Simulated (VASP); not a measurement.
Wanted: the native input for a VASP 6.6.1 run.

* Task: single point
* Functional: PBE
* Potentials or basis: VASP PAW PBE potentials, release 64 (In_d, Ga_d, P, As)
* Cutoff: 520 eV
* k mesh: 12 × 12 × 8
* Occupations: gaussian, width 0.1 eV
* Spin: no spin polarisation
* Dipole correction: no
* Further INCAR settings: ALGO = Normal; EDIFF = 1e-06; NBANDS = 40

The structure of InGa3AsP lies in POSCAR:

```
InGa3AsP
1.0
    5.2821174589      0.0000000000      0.0000000000
   -2.6410587295      4.5744479051      0.0000000000
    0.0000000000      0.0000000000      5.3349363798
In Ga P As
1 3 1 1
Direct
    0.3333333333      0.6666666667      0.0000000000
    0.5023592152      0.0047184303      0.5000000000
    0.9952815697      0.4976407848      0.5000000000
    0.5023592152      0.4976407848      0.5000000000
    0.6666666667      0.3333333333      0.0000000000
    0.0000000000      0.0000000000      0.0000000000
```

The cell was generated, and may not be a known phase.

The input as run:

INCAR

```
PREC = Accurate ; ENCUT = 520
EDIFF = 1E-6 ; ISMEAR = 0
SIGMA = 0.1 ; LREAL = False
LASPH = True ; NELM = 80
ALGO = Normal ; ISIF = 2
LWAVE = False ; LCHARG = True
GGA = PE ; LELF = True
LVHAR = True ; NBANDS = 40
```

KPOINTS

```
regular mesh
0
Gamma
  12 12 8
```

Potentials or basis: VASP PAW PBE potentials, release 64 (In_d, Ga_d, P, As).

Run with:

```console
$ cat potpaw_PBE.64/In_d/POTCAR potpaw_PBE.64/Ga_d/POTCAR potpaw_PBE.64/P/POTCAR potpaw_PBE.64/As/POTCAR > POTCAR
$ mpirun -np 1 vasp_std > vasp.out
```

Results of the run:

The pressure is 0.0 GPa. The largest force is 0.004 eV/Å. The band gap on the k mesh is zero (bands 31 and 32 overlap by 2.19 eV).

Caveat: spin-orbit coupling is left out, which moves the levels of the heavy elements.

Run time: 12 min on 1 thread of Intel Xeon 8259CL (shared host), peak memory 0.58 GiB.
